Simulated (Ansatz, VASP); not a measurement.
# One calculation of Ag, two programs

File INCAR:

```
SYSTEM = Ag
  ALGO = Normal
  EDIFF = 1E-6
  ENCUT = 520
  GGA = PS
  ISIF = 2
  ISMEAR = 0
  LASPH = .TRUE.
  LCHARG = .FALSE.
  LREAL = .FALSE.
  LWAVE = .FALSE.
  NBANDS = 12
  NELM = 60
  PREC = Accurate
  SIGMA = 0.15
```

Contents of KPOINTS:

```
k-points
0
G
  20 20 20
  0 0 0
```

The input POSCAR:

```
Ag
1.0
   -1.6556540000      1.6556540000      1.5232016800
    1.6556540000     -1.6556540000      1.5232016800
    1.6556540000      1.6556540000     -1.5232016800
Ag
1
Direct
    0.0000000000      0.0000000000      0.0000000000
```

Input for Ansatz:

```yaml
crystal:
  lattice:
    - [-1.655654, 1.655654, 1.52320168]
    - [1.655654, -1.655654, 1.52320168]
    - [1.655654, 1.655654, -1.52320168]
  atoms:
    - { symbol: Ag, position: [0.0, 0.0, 0.0] }
basis:
  ecutwfc: 420
kpoints:
  mp_grid: { grid: [20, 20, 20] }
hamiltonian:
  xc: pbesol
scf:
  occupations: { method: gaussian, width: 0.15 }
output:
  forces: true
  stress: true
  eigenvalues: true
  write_density: true
  write_potential: true
  elf: true
  volumetric_format: npy
```

Change from the starting cell: strain +0.000 along x and y, -0.080 along z, atoms carried along.

Alike in both runs: task single point; functional PBEsol; k mesh 20 × 20 × 20; occupations gaussian, width 0.15 eV; no spin polarisation.

|  | VASP | Ansatz |
| --- | --- | --- |
| version | VASP 6.6.1 | Ansatz 0.2.0 |
| potentials or method | VASP PAW PBE potentials, release 64 (Ag), cutoff 520 eV | scalar-relativistic, plane waves, PAW |
| valence electrons in the cell | 11 | 19 |

|  | VASP | Ansatz | Ansatz less VASP |
| --- | --- | --- | --- |
| gap on the k mesh at the Fermi level (eV) | none | none | - |
| pressure (GPa) | 0.4 | 0.6 | +0.23 |
| traceless stress, the component that is largest in VASP (GPa) | -0.10 | -0.10 | +0.004 |

VASP's potentials were made for PBE, not for PBEsol. A gap of «none» marks a metal or a gap that the smearing closes. With one functional, cell and mesh, what is left measures potentials, basis and numerics. VASP's potentials hold 11 valence electrons a cell and Ansatz's 19, so a difference there can come from the potentials and not from the codes.
